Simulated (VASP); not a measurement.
Set up this calculation in VASP 6.6.1, as the native input.

- Task: relaxation of cell and atoms
- Functional: PBE
- Potentials or basis: VASP PAW PBE potentials, release 64 (Ti_sv, O)
- Cutoff: 600 eV
- k mesh: 6 × 6 × 10
- Occupations: gaussian, width 0.02 eV
- Spin: no spin polarisation
- Dipole correction: no
- Further INCAR settings: ALGO = Normal; EDIFF = 1e-07; IBRION = 2; EDIFFG = -0.02; NSW = 70; ISIF = 3

The structure of TiO2 lies in POSCAR:

```
TiO2
1.0
    4.6403140504      0.0000000000      0.0000000000
    0.0000000000      4.6403140504      0.0000000000
    0.0000000000      0.0000000000      2.9650160084
Ti O
2 4
Direct
    0.0000000000      0.0000000000      0.0000000000
    0.5000000000      0.5000000000      0.5000000000
    0.3051378912      0.3051378912      0.0000000000
    0.1948621088      0.8051378912      0.5000000000
    0.6948621088      0.6948621088      0.0000000000
    0.8051378912      0.1948621088      0.5000000000
```

These files were run (other wordings do the same):

INCAR

```
ALGO = Normal ; EDIFF = 1E-7
EDIFFG = -0.02 ; ENCUT = 600
GGA = PE ; GGA_COMPAT = False
IBRION = 2 ; ISIF = 3
ISMEAR = 0 ; LASPH = True
LCHARG = False ; LREAL = False
LWAVE = False ; NELM = 120
NELMIN = 4 ; NSW = 70
PREC = Accurate ; SIGMA = 0.02
```

KPOINTS

```
k-points
0
Gamma
  6 6 10
```

Potentials or basis: VASP PAW PBE potentials, release 64 (Ti_sv, O).

The run is started by

```sh
$ cat potpaw_PBE.64/Ti_sv/POTCAR potpaw_PBE.64/O/POTCAR > POTCAR
$ mpirun -np 1 vasp_std > vasp.out
```

It gave:

```json
{"Relaxed volume": "10.67 Å³/atom", "Relaxed cell": "a = 4.644 Å, b = 4.644 Å, c = 2.968 Å, α = 90.00°, β = 90.00°, γ = 90.00°", "Space group after relaxing (to 0.05 Å)": "P4_2/mnm (No. 136)", "Energy gained by relaxing": "0.1 meV/atom", "Ionic steps": "3", "Pressure after relaxing": "0.0 GPa", "Largest force after relaxing": "0.007 eV/Å", "Band gap on the k mesh": "1.83 eV, direct"}
```

Run time: 6.4 min on 1 thread of Intel Xeon 8259CL (shared host), peak memory 0.27 GiB.
